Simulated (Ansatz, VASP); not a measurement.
**One calculation of Sr, two programs**

```
Sr
1.0
     4.23124    0.00000    0.00000
     0.00000    4.23124    0.00000
     0.00000    0.00000    6.13192
Sr
2
Direct
  0.50000 0.00000 0.75008
  0.00000 0.50000 0.24992
```

Alike in both runs: functional PBE; k mesh 4 × 4 × 4; occupations gaussian, width 0.1 eV; no spin polarisation.

Ansatz relaxed the structure, and its values are those at the end. VASP's run is a single point on that final structure, the one shown.

|  | VASP | Ansatz |
| --- | --- | --- |
| version | VASP 6.6.1 | Ansatz 0.2.0 |
| potentials or method | VASP PAW PBE potentials, release 64 (Sr_sv), cutoff 520 eV | scalar-relativistic, plane waves, PAW |
| valence electrons in the cell | 20 | 20 |

|  | VASP | Ansatz | Ansatz less VASP |
| --- | --- | --- | --- |
| gap on the k mesh at the Fermi level (eV) | none | none | - |
| pressure (GPa) | 0.1 | 0.1 | 0.00 |

A gap of «none» marks a metal or a gap that the smearing closes. The functional is the same, so the differences come from potentials, cutoffs and numerics.

The k mesh is coarse, so the values compare programs but aren't converged.
